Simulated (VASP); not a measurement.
Crystal: NaH.

```
CELL_PARAMETERS angstrom
3.31916 0.00000 0.00000
-1.65958 2.87448 0.00000
0.00000 0.00000 5.83095
ATOMIC_POSITIONS crystal
Na 0.00000 0.00000 0.00000
Na 0.00000 0.00000 0.50000
H 0.33333 0.66667 0.25000
H 0.66667 0.33333 0.75000
```

Base run:

```yaml
Program: VASP 6.6.1
Functional: PBE
Potentials_or_basis: VASP PAW PBE potentials, release 64 (Na_pv, H)
Cutoff: 520 eV
k_mesh: 9 × 9 × 4
Occupations: gaussian, width 0.01 eV
Spin: no spin polarisation
```

Its results: band gap on the k mesh 3.42 eV (least direct gap 4.57 eV); pressure 0.6 GPa.

**Question.** The run is repeated on the same cell with these changes: functional from PBE to r2SCAN. What comes out?

**Answer.** Band gap on the k mesh 4.04 eV (least direct gap 5.18 eV); pressure -0.2 GPa.

Caveats: an odd mesh through Γ misses points on the zone boundary, where band edges can lie; the PAW data sets were made with another functional, which shifts forces and pressure a little (at least some runs).
